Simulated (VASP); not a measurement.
# PtSe2 (P-3m1) in VASP: single point with PBE

Aim: the single point of PtSe2 with PBE.

Everything below comes from runs of VASP 6.6.1. Logs are shortened: lines on timing, memory, paths and dates and some standing lists are left out, and cuts for length are marked.

## (1) The cell of the first run

Symmetry: P-3m1, No. 164, trigonal system. Conventional cell: a = 3.729 Å, b = 3.729 Å, c = 5.277 Å, α = 90.00°, β = 90.00°, γ = 120.00°. Pt (site symmetry -3m) has 6 Se at 2.51 Å within 3.3 Å. Within 3.3 Å of Se (site symmetry 3m) lie 3 Pt at 2.51 Å.

## (2) Single point, PBE

INCAR

```
PREC = Accurate
ENCUT = 520
EDIFF = 1E-6
ISMEAR = 1
SIGMA = 0.2
LREAL = False
LASPH = True
NELM = 100
ALGO = Normal
ISIF = 2
LWAVE = False
LCHARG = False
GGA = PE
NBANDS = 18
```

KPOINTS

```
Automatic mesh
0
Gamma
  6 6 4
```

POSCAR

```
PtSe2
1.0
    3.7286503858      0.0000000000      0.0000000000
   -1.8643251929      3.2291059560      0.0000000000
    0.0000000000      0.0000000000      5.2771564047
Pt Se
1 2
Direct
    0.0000000000      0.0000000000      0.0000000000
    0.3333333333      0.6666666667      0.2462189036
    0.6666666667      0.3333333333      0.7537810964
```

Potentials or basis: VASP PAW PBE potentials, release 64 (Pt, Se).

Started as:

```console
cat potpaw_PBE.64/Pt/POTCAR potpaw_PBE.64/Se/POTCAR > POTCAR
mpirun -np 1 vasp_std > vasp.out
```

OUTCAR:

```text
PREC = Accurate
   ENCUT = 520
   EDIFF = 1E-6
   ISMEAR = 1
   LREAL = False
   LASPH = True
   NELM = 100
   ISIF = 2
   GGA = PE

 ion  position               nearest neighbor table
   1  0.000  0.000  0.000-   2 2.51   3 2.51   3 2.51   2 2.51   3 2.51   2 2.51
   2  0.333  0.667  0.246-   1 2.51   1 2.51   1 2.51
   3  0.667  0.333  0.754-   1 2.51   1 2.51   1 2.51

  LATTYP: Found a hexagonal cell.
 ALAT       =     3.7286503858
 C/A-ratio  =     1.4152993332

  Lattice vectors:

 A1 = (   3.7286503858,   0.0000000000,   0.0000000000)
 A2 = (  -1.8643251929,   3.2291059560,   0.0000000000)
 A3 = (   0.0000000000,   0.0000000000,   5.2771564047)

Analysis of symmetry for initial positions (statically):
=====================================================================
 Subroutine PRICEL returns:
 Original cell was already a primitive cell.

 Routine SETGRP: Setting up the symmetry group for a
 hexagonal supercell.

 Subroutine GETGRP returns: Found 12 space group operations
 (whereof 12 operations were pure point group operations)
 out of a pool of 24 trial point group operations.

The static configuration has the point symmetry D_3d.

Analysis of symmetry for dynamics (positions and initial velocities):
=====================================================================
 Subroutine PRICEL returns:
 Original cell was already a primitive cell.

 Routine SETGRP: Setting up the symmetry group for a
 hexagonal supercell.

 Subroutine GETGRP returns: Found 12 space group operations
 (whereof 12 operations were pure point group operations)
 out of a pool of 24 trial point group operations.

The dynamic configuration has the point symmetry D_3d.

 Subroutine INISYM returns: Found 12 space group operations
 (whereof 12 operations are pure point group operations),
 and found     1 'primitive' translations

----------------------------------------------------------------------------------------

                                     Primitive cell

  volume of cell :      63.5381

  direct lattice vectors                    reciprocal lattice vectors
     3.728650386  0.000000000  0.000000000     0.268193554  0.154841621  0.000000000
    -1.864325193  3.229105956  0.000000000     0.000000000  0.309683242  0.000000000
     0.000000000  0.000000000  5.277156405     0.000000000  0.000000000  0.189495994

  length of vectors
     3.728650386  3.728650386  5.277156405     0.309683242  0.309683242  0.189495994

  position of ions in fractional coordinates (direct lattice)
     0.000000000  0.000000000  0.000000000
     0.333333333  0.666666667  0.246218904
     0.666666667  0.333333333  0.753781096

  ion indices of the primitive-cell ions
   primitive index   ion index
                 1           1
                 2           2
                 3           3

----------------------------------------------------------------------------------------

 KPOINTS: Automatic mesh

Automatic generation of k-mesh.
 Grid dimensions read from file:
 generate k-points for:    6    6    4

 Generating k-lattice:

  Cartesian coordinates                     Fractional coordinates (reciprocal lattice)
     0.044698926  0.025806937  0.000000000     0.166666667  0.000000000  0.000000000
     0.000000000  0.051613874  0.000000000     0.000000000  0.166666667  0.000000000
     0.000000000  0.000000000  0.047373999     0.000000000  0.000000000  0.250000000

  Length of vectors
     0.051613874  0.051613874  0.047373999

  Shift w.r.t. Gamma in fractional coordinates (k-lattice)
     0.000000000  0.000000000  0.000000000

 Subroutine IBZKPT returns following result:
 ===========================================

 Found     24 irreducible k-points:

 Following reciprocal coordinates:
            Coordinates               Weight
  0.000000  0.000000  0.000000      1.000000
  0.166667  0.000000  0.000000      6.000000
  0.333333 -0.000000  0.000000      6.000000
  0.500000 -0.000000  0.000000      3.000000
  0.166667  0.166667  0.000000      6.000000
  0.333333  0.166667  0.000000     12.000000
[... 16 lines left out ...]
  0.333333  0.166667  0.500000     12.000000
  0.333333  0.333333  0.500000      2.000000
   k-points           NKPTS =     24   k-points in BZ     NKDIM =     24   number of bands    NBANDS=     18
   number of dos      NEDOS =    301   number of ions     NIONS =      3
   total plane-waves  NPLWV =  31360
   dimension x,y,z NGX =    28 NGY =   28 NGZ =   40
   dimension x,y,z NGXF=    56 NGYF=   56 NGZF=   80
   ions per type =               1   2
   NGX,Y,Z   is equivalent  to a cutoff of  12.48, 12.48, 12.60 a.u.
   NGXF,Y,Z  is equivalent  to a cutoff of  24.97, 24.97, 25.20 a.u.
 SYSTEM =  unknown system
   PREC   = accura    normal or accurate (medium, high low for compatibility)
   ISTART =      0    job   : 0-new  1-cont  2-samecut
   ICHARG =      2    charge: 1-file 2-atom 10-const
   ISPIN  =      1    spin polarized calculation?
   LNONCOLLINEAR =      F non collinear calculations
   LSORBIT =      F    spin-orbit coupling
   LASPH  =      T    aspherical Exc in radial PAW
   ENCUT  =  520.0 eV  38.22 Ry    6.18 a.u.   6.93  6.93  9.81*2*pi/ulx,y,z
   NELM   =    100;   NELMIN=  2; NELMDL= -5     # of ELM steps
   EDIFF  = 0.1E-05   stopping-criterion for ELM
   LREAL  =      F    real-space projection
   EDIFFG = 0.1E-04   stopping-criterion for IOM
   NSW    =      0    number of steps for IOM
   IBRION =     -1    ionic relax: 0-MD 1-quasi-New 2-CG
   NFREE  =      0    steps in history (QN), initial steepest desc. (CG)
   ISIF   =      2    stress and relaxation
   ISYM   =      2    0-nonsym 1-usesym 2-fastsym
   POTIM  = 0.5000    time-step for ionic-motion
   TEBEG  =    0.0;   TEEND  =   0.0 temperature during run
   PSTRESS=    0.0 pullay stress
   NELECT =      22.0000    total number of electrons
   NUPDOWN=      -1.0000    fix difference up-down
   EMIN   =  10.00;   EMAX   =-10.00  energy-range for DOS
   EFERMI =   0.00;   METHOD = LEGACY
   ISMEAR =     1;   SIGMA  =   0.20  broadening in eV -4-tet -1-fermi 0-gaus
   EFERMI_NEDOS =   21; number of points for ismear=-14 and -15
   IALGO  =     38    algorithm
   IMIX   =      4    mixing-type and parameters
     AMIX     =   0.40;   BMIX     =  1.00
     AMIX_MAG =   1.60;   BMIX_MAG =  1.00
  volume/ion in A,a.u.               =      21.18       142.93
  Fermi-wavevector in a.u.,A,eV,Ry     =   1.149576  2.172384 17.980444  1.321525
  Thomas-Fermi vector in A             =   2.286245
   LORBIT       =      0    0 simple, 1 ext, 2 COOP (PROOUT), +10 PAW based schemes
   GGA     = PE    functional components
   LHFCALC =     F    Hartree Fock is set to
   AEXX    =    0.0000 exact exchange contribution
   IVDW    =     0    specifies the selected vdW correction
   LEPSILON=     F    determine dielectric tensor
   LRPA    =     F    only Hartree local field effects (RPA)
 non-spin polarized calculation
 Methfessel and Paxton  Order N= 1 SIGMA  =   0.20
  energy-cutoff  :      520.00
  volume of cell :       63.54
 maximum number of plane-waves:      1728
   NGX = 13   NGY = 13   NGZ = 19

 number of electron      21.9999999 magnetization

 Free energy of the ion-electron system (eV)
  ---------------------------------------------------
  ext. energy  EPLUGINS =         0.00000000
  ---------------------------------------------------
  free energy    TOTEN  =       -14.24673361 eV

  energy without entropy =      -14.24721131  energy(sigma->0) =      -14.24689284

 E-fermi :   5.9801     XC(G=0): -10.3855

 val. band max:        5.8453157773   @ k =   0.0000   0.1667   0.2500
 cond. band min:       6.0329921607   @ k =   0.3333   0.3333   0.0000
 fundamental gap:      0.1876763834
 Fermi energy:         5.9801383162

 k-point     1 :       0.0000    0.0000    0.0000
  band No.  band energies     occupation
      1      -9.4189      2.00000
      2      -6.9465      2.00000
      3      -0.9592      2.00000
      4      -0.2357      2.00000
      5      -0.2357      2.00000
      6       2.0913      2.00000
[... 10 lines left out ...]
     17      13.3651      0.00000
     18      17.6553      0.00000

 k-point     2 :       0.1667    0.0000    0.0000
  band No.  band energies     occupation
      1      -9.1238      2.00000
      2      -7.0391      2.00000
      3      -0.6115      2.00000
      4      -0.0714      2.00000
      5      -0.0579      2.00000
      6       1.6016      2.00000
[... 10 lines left out ...]
     17      14.2321      0.00000
     18      15.0549      0.00000

 k-point     3 :       0.3333   -0.0000    0.0000
  band No.  band energies     occupation
      1      -8.3826      2.00000
      2      -7.2686      2.00000
      3      -0.3969      2.00000
      4       0.2501      2.00000
      5       0.4547      2.00000
      6       0.7317      2.00000
[... 10 lines left out ...]
     17      13.9716      0.00000
     18      14.9585      0.00000

 k-point     4 :       0.5000   -0.0000    0.0000
  band No.  band energies     occupation
      1      -7.6692      2.00000
      2      -7.6434      2.00000
      3      -1.1582      2.00000
      4       0.3294      2.00000
      5       0.8184      2.00000
      6       1.7231      2.00000
[... 10 lines left out ...]
     17      13.4564      0.00000
     18      17.0808      0.00000

 k-point     5 :       0.1667    0.1667    0.0000
  band No.  band energies     occupation
      1      -8.6031      2.00000
      2      -7.1898      2.00000
      3      -0.0483      2.00000
      4       0.1338      2.00000
      5       0.1871      2.00000
      6       0.9131      2.00000
[... 10 lines left out ...]
     17      13.9042      0.00000
     18      14.5216      0.00000

 k-point     6 :       0.3333    0.1667    0.0000
  band No.  band energies     occupation
      1      -7.8774      2.00000
      2      -7.4213      2.00000
      3      -0.7435      2.00000
      4       0.1330      2.00000
      5       0.7593      2.00000
      6       1.0669      2.00000
[... 10 lines left out ...]
     17      15.0243      0.00000
     18      15.2037      0.00000

 k-point     7 :       0.3333    0.3333    0.0000
  band No.  band energies     occupation
      1      -7.5386      2.00000
      2      -7.5386      2.00000
      3      -0.6578      2.00000
      4       0.0431      2.00000
      5       0.0431      2.00000
      6       1.3622      2.00000
[... 10 lines left out ...]
     17      14.8376      0.00000
     18      16.2171      0.00000

 k-point     8 :       0.0000    0.0000    0.2500
  band No.  band energies     occupation
      1      -9.2364      2.00000
      2      -7.3402      2.00000
      3      -0.3077      2.00000
      4      -0.2172      2.00000
      5      -0.2172      2.00000
      6       2.0811      2.00000
[... 10 lines left out ...]
     17      13.1818      0.00000
     18      16.1811      0.00000
[... 229 lines left out ...]
     17      14.1344      0.00000
     18      14.1359      0.00000

 k-point    20 :       0.3333   -0.0000    0.5000
  band No.  band energies     occupation
      1      -8.0523      2.00000
      2      -7.6378      2.00000
      3      -0.7418      2.00000
      4      -0.0593      2.00000
      5       0.1687      2.00000
      6       1.4736      2.00000
[... 10 lines left out ...]
     17      15.3004      0.00000
     18      15.8462      0.00000

 k-point    21 :       0.5000   -0.0000    0.5000
  band No.  band energies     occupation
      1      -7.8060      2.00000
      2      -7.4255      2.00000
      3      -1.4144      2.00000
      4       0.1798      2.00000
      5       0.4271      2.00000
      6       1.1136      2.00000
[... 10 lines left out ...]
     17      15.4209      0.00000
     18      16.0205      0.00000

 k-point    22 :       0.1667    0.1667    0.5000
  band No.  band energies     occupation
      1      -8.2094      2.00000
      2      -7.6893      2.00000
      3      -0.5083      2.00000
      4      -0.1278      2.00000
      5       0.5865      2.00000
      6       1.2840      2.00000
[... 10 lines left out ...]
     17      14.1686      0.00000
     18      14.6366      0.00000

 k-point    23 :       0.3333    0.1667    0.5000
  band No.  band energies     occupation
      1      -7.7280      2.00000
      2      -7.5324      2.00000
      3      -0.9331      2.00000
      4      -0.1608      2.00000
      5       0.5880      2.00000
      6       1.3687      2.00000
[... 10 lines left out ...]
     17      14.2231      0.00000
     18      15.6123      0.00000

 k-point    24 :       0.3333    0.3333    0.5000
  band No.  band energies     occupation
      1      -7.5213      2.00000
      2      -7.5213      2.00000
      3      -0.2044      2.00000
      4      -0.2044      2.00000
      5      -0.1803      2.00000
      6       1.5477      2.00000
[... 10 lines left out ...]
     17      13.5833      0.00000
     18      15.9097      0.00000

------------------------ aborting loop because EDIFF is reached ----------------------------------------

  FORCE on cell =-STRESS in cart. coord.  units (eV):
  Direction    XX          YY          ZZ          XY          YZ          ZX
  --------------------------------------------------------------------------------------
  -------------------------------------------------------------------------------------
  Total        1.7301670      1.7301670      1.0051649      0.0000000      0.0000000      0.0000000
  in kB       43.6279372     43.6279372     25.3462649      0.0000000      0.0000000      0.0000000
  external PRESSURE =      37.5340464 kB  Pullay stress =       0.0000000 kB

 VOLUME and BASIS-vectors are now :
 -----------------------------------------------------------------------------
  energy-cutoff  :      520.00
  volume of cell :       63.54
      direct lattice vectors                 reciprocal lattice vectors
     3.728650386  0.000000000  0.000000000     0.268193554  0.154841621  0.000000000
    -1.864325193  3.229105956  0.000000000     0.000000000  0.309683242  0.000000000
     0.000000000  0.000000000  5.277156405     0.000000000  0.000000000  0.189495994

 POSITION                                       TOTAL-FORCE (eV/Angst)
 -----------------------------------------------------------------------------------
      0.00000      0.00000      0.00000        -0.000000      0.000000      0.000000
     -0.00000      2.15274      1.29934        -0.000000      0.000000      0.179246
      1.86433      1.07637      3.97782         0.000000      0.000000     -0.179246
 -----------------------------------------------------------------------------------
    total drift:                               -0.000000      0.000000      0.000000

  FREE ENERGIE OF THE ION-ELECTRON SYSTEM (eV)
  ---------------------------------------------------
  free  energy   TOTEN  =       -14.2467336090 eV

  energy  without entropy=      -14.2472113111  energy(sigma->0) =      -14.24689284
```

It took 52 s on 1 thread of AMD EPYC 7R13, shared host; peak memory 0.16 GiB.

Results:

```yaml
Free_energy: -14.2467 eV
Pressure: 3.8 GPa
Largest_force: 0.179 eV/Å
Band_gap_on_the_k_mesh: zero (band 11 reaches 6.19 eV, above the bottom of band 12 at 6.03 eV)
```

Forces in eV/Å, atoms in the order of the input:
```
Pt   0.000  0.000  0.000
Se   0.000  0.000  0.179
Se   0.000  0.000 -0.179
```

Caveat: spin-orbit coupling is left out, which moves the levels of the heavy elements.
